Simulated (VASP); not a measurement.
# Sc (I4/mmm) in VASP: a series of runs

Sc is run at these levels: PBEsol; tasks: single point.

All numbers are computed with VASP 6.6.1; they aren't measurements. Logs are shortened: lines on timing, memory, paths and dates and some standing lists are left out, and cuts for length are marked.

## 1. The cell of the first run

The structure is tetragonal, space group I4/mmm (No. 139). Conventional cell: a = 3.307 Å, b = 3.307 Å, c = 4.541 Å, α = 90.00°, β = 90.00°, γ = 90.00°. Sc (site symmetry 4/mmm) has 12 Sc at 3.26 to 3.31 Å within 4.3 Å.

## 2. Single point, PBEsol (strain +0.030 along x and y, +0.000 along z)

INCAR

```
PREC     = Accurate       # precision mode
ENCUT    = 520            # plane-wave cutoff, eV
EDIFF    = 1E-6           # SCF threshold, eV
ISMEAR   = 0              # smearing method
SIGMA    = 0.15           # smearing width, eV
LREAL    = F              # projectors in reciprocal space
LASPH    = T              # aspherical terms in the spheres
NELM     = 80             # most SCF steps
ALGO     = Normal         # electronic algorithm
ISIF     = 2              # what is computed and relaxed
LWAVE    = F              # write WAVECAR
LCHARG   = F              # write CHGCAR
GGA      = PS             # functional
NBANDS   = 12             # bands
```

KPOINTS

```
regular mesh
0
Gamma
  18 18 18
```

POSCAR

```
Sc
1.0
    0.0000000000      2.3386150000      2.2705000000
    2.3386150000      0.0000000000      2.2705000000
    2.3386150000      2.3386150000      0.0000000000
Sc
1
Direct
    0.0000000000      0.0000000000      0.0000000000
```

Potentials or basis: VASP PAW PBE potentials, release 64 (Sc_sv).

The run is started by

```bash
$ cat potpaw_PBE.64/Sc_sv/POTCAR > POTCAR
$ mpirun -np 1 vasp_std > vasp.out
```

OUTCAR:

```text
PREC = Accurate
   ENCUT = 520
   EDIFF = 1E-6
   ISMEAR = 0
   LREAL = F
   LASPH = T
   NELM = 80
   ISIF = 2
   GGA = PS

 ion  position               nearest neighbor table
   1  0.000  0.000  0.000-

  LATTYP: Found a body centered tetragonal cell.
 ALAT       =     3.3073010502
 C/A-ratio  =     1.3730228761

  Lattice vectors:

 A1 = (   0.0000000000,  -2.3386150000,  -2.2705000000)
 A2 = (   0.0000000000,   2.3386150000,  -2.2705000000)
 A3 = (   2.3386150000,   0.0000000000,   2.2705000000)

Analysis of symmetry for initial positions (statically):
=====================================================================
 Subroutine PRICEL returns:
 Original cell was already a primitive cell.

 Routine SETGRP: Setting up the symmetry group for a
 body centered tetragonal supercell.

 Subroutine GETGRP returns: Found 16 space group operations
 (whereof 16 operations were pure point group operations)
 out of a pool of 16 trial point group operations.

The static configuration has the point symmetry D_4h.

Analysis of symmetry for dynamics (positions and initial velocities):
=====================================================================
 Subroutine PRICEL returns:
 Original cell was already a primitive cell.

 Routine SETGRP: Setting up the symmetry group for a
 body centered tetragonal supercell.

 Subroutine GETGRP returns: Found 16 space group operations
 (whereof 16 operations were pure point group operations)
 out of a pool of 16 trial point group operations.

The dynamic configuration has the point symmetry D_4h.

 Subroutine INISYM returns: Found 16 space group operations
 (whereof 16 operations are pure point group operations),
 and found     1 'primitive' translations

----------------------------------------------------------------------------------------

                                     Primitive cell

  volume of cell :      24.8353

  direct lattice vectors                    reciprocal lattice vectors
     0.000000000  2.338615000  2.270500000    -0.213801759  0.213801759  0.220215811
     2.338615000  0.000000000  2.270500000     0.213801759 -0.213801759  0.220215811
     2.338615000  2.338615000  0.000000000     0.213801759  0.213801759 -0.220215811

  length of vectors
     3.259492348  3.259492348  3.307301050     0.374055327  0.374055327  0.374055327

  position of ions in fractional coordinates (direct lattice)
     0.000000000  0.000000000  0.000000000

  ion indices of the primitive-cell ions
   primitive index   ion index
                 1           1
[... 80 lines left out ...]
   POTIM  = 0.5000    time-step for ionic-motion
   TEBEG  =    0.0;   TEEND  =   0.0 temperature during run
   PSTRESS=    0.0 pullay stress
   NELECT =      11.0000    total number of electrons
   NUPDOWN=      -1.0000    fix difference up-down
   EMIN   =  10.00;   EMAX   =-10.00  energy-range for DOS
   EFERMI =   0.00;   METHOD = LEGACY
   ISMEAR =     0;   SIGMA  =   0.15  broadening in eV -4-tet -1-fermi 0-gaus
   EFERMI_NEDOS =   21; number of points for ismear=-14 and -15
   IALGO  =     38    algorithm
   IMIX   =      4    mixing-type and parameters
     AMIX     =   0.40;   BMIX     =  1.00
     AMIX_MAG =   1.60;   BMIX_MAG =  1.00
  volume/ion in A,a.u.               =      24.84       167.60
  Fermi-wavevector in a.u.,A,eV,Ry     =   1.247908  2.358205 21.188021  1.557276
  Thomas-Fermi vector in A             =   2.382019
   LORBIT       =      0    0 simple, 1 ext, 2 COOP (PROOUT), +10 PAW based schemes
   GGA     = PS    functional components
   LHFCALC =     F    Hartree Fock is set to
   AEXX    =    0.0000 exact exchange contribution
   IVDW    =     0    specifies the selected vdW correction
   LEPSILON=     F    determine dielectric tensor
   LRPA    =     F    only Hartree local field effects (RPA)
 non-spin polarized calculation
 Gauss-broadening in eV      SIGMA  =   0.15
  energy-cutoff  :      520.00
  volume of cell :       24.84
 maximum number of plane-waves:       681
   NGX = 13   NGY = 13   NGZ = 13

 number of electron      10.9999999 magnetization

 Free energy of the ion-electron system (eV)
  ---------------------------------------------------
  ext. energy  EPLUGINS =         0.00000000
  ---------------------------------------------------
  free energy    TOTEN  =        -6.55909601 eV

  energy without entropy =       -6.53643895  energy(sigma->0) =       -6.54776748

 E-fermi :   3.5898     XC(G=0):  -9.9571

 val. band max:        3.5844672071   @ k =   0.3333  -0.0000   0.2778
 cond. band min:       3.5930583011   @ k =  -0.3333   0.2222   0.0556
 fundamental gap:      0.0085910940
 Fermi energy:         3.5897523040

 k-point     1 :       0.0000    0.0000    0.0000
  band No.  band energies     occupation
      1     -45.6557      2.00000
      2     -24.1626      2.00000
      3     -24.1617      2.00000
      4     -24.1617      2.00000
      5      -1.5930      2.00000
      6       5.0966      0.00000
      7       5.0966      0.00000
      8       5.2810      0.00000
      9       6.4109      0.00000
     10       6.6241      0.00000
     11      16.0862      0.00000
     12      19.2487      0.00000
[... 331 lines left out ...]
 k-point    24 :      -0.2222    0.0556    0.0000
  band No.  band energies     occupation
      1     -45.6273      2.00000
      2     -24.3468      2.00000
      3     -24.1969      2.00000
      4     -24.1859      2.00000
      5      -0.1944      2.00000
      6       4.3417      0.00000
      7       5.3400      0.00000
      8       5.4096      0.00000
      9       6.3032      0.00000
     10       6.7711      0.00000
     11      14.1921      0.00000
     12      16.6636      0.00000

 [... further k-points ...]

------------------------ aborting loop because EDIFF is reached ----------------------------------------

  FORCE on cell =-STRESS in cart. coord.  units (eV):
  Direction    XX          YY          ZZ          XY          YZ          ZX
  --------------------------------------------------------------------------------------
  -------------------------------------------------------------------------------------
  Total       -0.4298325     -0.4298325     -0.3087881      0.0000000      0.0000000     -0.0000000
  in kB      -27.7294250    -27.7294250    -19.9205913      0.0000000      0.0000000     -0.0000000
  external PRESSURE =     -25.1264804 kB  Pullay stress =       0.0000000 kB

 VOLUME and BASIS-vectors are now :
 -----------------------------------------------------------------------------
  energy-cutoff  :      520.00
  volume of cell :       24.84
      direct lattice vectors                 reciprocal lattice vectors
     0.000000000  2.338615000  2.270500000    -0.213801759  0.213801759  0.220215811
     2.338615000  0.000000000  2.270500000     0.213801759 -0.213801759  0.220215811
     2.338615000  2.338615000  0.000000000     0.213801759  0.213801759 -0.220215811

 POSITION                                       TOTAL-FORCE (eV/Angst)
 -----------------------------------------------------------------------------------
      0.00000      0.00000      0.00000         0.000000      0.000000      0.000000
 -----------------------------------------------------------------------------------
    total drift:                               -0.000000     -0.000000      0.000000

  FREE ENERGIE OF THE ION-ELECTRON SYSTEM (eV)
  ---------------------------------------------------
  free  energy   TOTEN  =        -6.5590960120 eV

  energy  without entropy=       -6.5364389508  energy(sigma->0) =       -6.54776748
```

Wall time 40 s (1 thread of Intel Xeon 6975P-C (Granite Rapids), shared host); peak memory 0.25 GiB.

Results:

```yaml
Free_energy: -6.5591 eV
Pressure: -2.5 GPa
Band_gap_on_the_k_mesh: zero (an odd number of electrons rules out a gap without spin polarisation)
```

Stress tensor (GPa, compression positive):
```
-2.77  0.00  0.00
 0.00 -2.77  0.00
 0.00  0.00 -1.99
```

Caveat: the cell differs from its parent crystal (strain +0.030 along x and y, +0.000 along z); the PAW data sets were made with another functional, which shifts forces and pressure a little.

[end of part 1 of 2]
